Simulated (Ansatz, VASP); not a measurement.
## Two plane-wave programs on Mo

File INCAR:

```
SYSTEM = Mo
PREC = Accurate
ENCUT = 520
EDIFF = 1E-7
ISMEAR = 0
SIGMA = 0.1
LREAL = .FALSE.
LASPH = .TRUE.
NELM = 80
ALGO = Fast
ISIF = 2
LWAVE = .FALSE.
LCHARG = .TRUE.
GGA = PE
LELF = .TRUE.
LVHAR = .TRUE.
NBANDS = 21
```

Contents of KPOINTS:

```
regular mesh
0
G
  16 16 16
  0 0 0
```

POSCAR

```
Mo
1.0
    3.0973901405      0.0000000000      0.0000000000
    0.0000000000      3.0973901405      0.0000000000
    0.0000000000      0.0000000000      3.0973901405
Mo
2
Direct
    0.0000000000      0.0000000000      0.0000000000
    0.5000000000      0.5000000000      0.5000000000
```

Input for Ansatz:

```yaml
crystal:
  lattice:
    - [3.0973901405, 0.0, 0.0]
    - [0.0, 3.0973901405, 0.0]
    - [0.0, 0.0, 3.0973901405]
  atoms:
    - { symbol: Mo, position: [0.0, 0.0, 0.0] }
    - { symbol: Mo, position: [0.5, 0.5, 0.5] }
basis:
  ecutwfc: 420
kpoints:
  mp_grid: { grid: [16, 16, 16] }
hamiltonian:
  xc: pbe
scf:
  occupations: { method: gaussian, width: 0.1 }
output:
  forces: true
  stress: true
  eigenvalues: true
```

Change from the starting cell: equal strain along all axes, cell held, atoms relaxed: -2.0 %.

Alike in both runs: task single point; functional PBE; k mesh 16 × 16 × 16; occupations gaussian, width 0.1 eV; no spin polarisation.

|  | VASP | Ansatz |
| --- | --- | --- |
| version | VASP 6.6.1 | Ansatz 0.2.0 |
| potentials or method | VASP PAW PBE potentials, release 64 (Mo_sv), cutoff 520 eV | scalar-relativistic, plane waves, PAW |
| valence electrons in the cell | 28 | 28 |

VASP gave:

```
gap on the k mesh at the Fermi level (eV) : none
pressure (GPa)                            : 18.6
```

Task: Which values does Ansatz return?

Result: gap on the k mesh at the Fermi level (eV): none; pressure (GPa): 17.9.

A gap of «none» marks a metal or a gap that the smearing closes. The functional is the same, so the differences come from potentials, cutoffs and numerics.
